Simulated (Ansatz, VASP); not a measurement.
Two plane-wave programs on NaCl

The input POSCAR:

```
NaCl
1.0
    0.0000000000      2.7756554420      2.7756554420
    2.7756554420      0.0000000000      2.7756554420
    2.7756554420      2.7756554420      0.0000000000
Na Cl
1 1
Direct
    0.0000000000      0.0000000000      0.0000000000
    0.5000000000      0.5000000000      0.5000000000
```

The input INCAR.step1:

```
SYSTEM = NaCl
PREC     = Accurate       ! precision mode
ENCUT    = 520            ! plane-wave cutoff, eV
ISMEAR   = 0              ! smearing method
SIGMA    = 0.02           ! smearing width, eV
LREAL    = .False.        ! projectors in reciprocal space
LASPH    = .True.         ! aspherical terms in the spheres
NELM     = 60             ! most SCF steps
NBANDS   = 14             ! bands
GGA      = PE             ! functional
ALGO     = Normal         ! electronic algorithm
EDIFF    = 1E-4           ! SCF threshold, eV
LWAVE    = .True.         ! write WAVECAR
LCHARG   = .False.        ! write CHGCAR
```

INCAR.step2

```
SYSTEM = NaCl
PREC     = Accurate       ! precision mode
ENCUT    = 520            ! plane-wave cutoff, eV
EDIFF    = 1E-7           ! SCF threshold, eV
ISMEAR   = 0              ! smearing method
SIGMA    = 0.02           ! smearing width, eV
LREAL    = .False.        ! projectors in reciprocal space
LASPH    = .True.         ! aspherical terms in the spheres
NELM     = 60             ! most SCF steps
ALGO     = Normal         ! electronic algorithm
ISIF     = 2              ! what is computed and relaxed
LWAVE    = .False.        ! write WAVECAR
LCHARG   = .True.         ! write CHGCAR
METAGGA  = R2SCAN         ! meta-GGA
LMIXTAU  = .True.       
LELF     = .True.         ! ELF
LVHAR    = .True.       
NBANDS   = 14             ! bands
ISTART   = 1
```

The input KPOINTS:

```
Automatic mesh
0
Gamma
  8 8 8
  0 0 0
```

Input for Ansatz:

```yaml
crystal:
  lattice:
    - [0.0, 2.775655442, 2.775655442]
    - [2.775655442, 0.0, 2.775655442]
    - [2.775655442, 2.775655442, 0.0]
  atoms:
    - { symbol: Na, position: [0.0, 0.0, 0.0] }
    - { symbol: Cl, position: [0.5, 0.5, 0.5] }
basis:
  ecutwfc: 500
kpoints:
  mp_grid: { grid: [8, 8, 8] }
hamiltonian:
  xc: r2scan
scf:
  occupations: { method: gaussian, width: 0.02 }
output:
  forces: true
  stress: true
  eigenvalues: true
  write_density: true
  write_potential: true
  elf: true
  volumetric_format: npy
```

Alike in both runs: task single point; functional r2SCAN; k mesh 8 × 8 × 8; occupations gaussian, width 0.02 eV; no spin polarisation.

```csv
,VASP,Ansatz
version,VASP 6.6.1,Ansatz 0.2.0
potentials or method,"VASP PAW PBE potentials, release 64 (Na_pv, Cl), cutoff 520 eV","scalar-relativistic, plane waves, PAW"
valence electrons in the cell,14,16
```

```tsv
	VASP	Ansatz	Ansatz less VASP
gap on the k mesh at the Fermi level (eV)	6.12	6.10	-0.022
least direct gap on the mesh (eV)	6.12	6.10	-0.022
pressure (GPa)	0.7	0.9	+0.17
```

VASP's potentials were made for PBE, not for r2SCAN. VASP's potentials hold 14 valence electrons a cell and Ansatz's 16, so a difference there can come from the potentials and not from the codes.
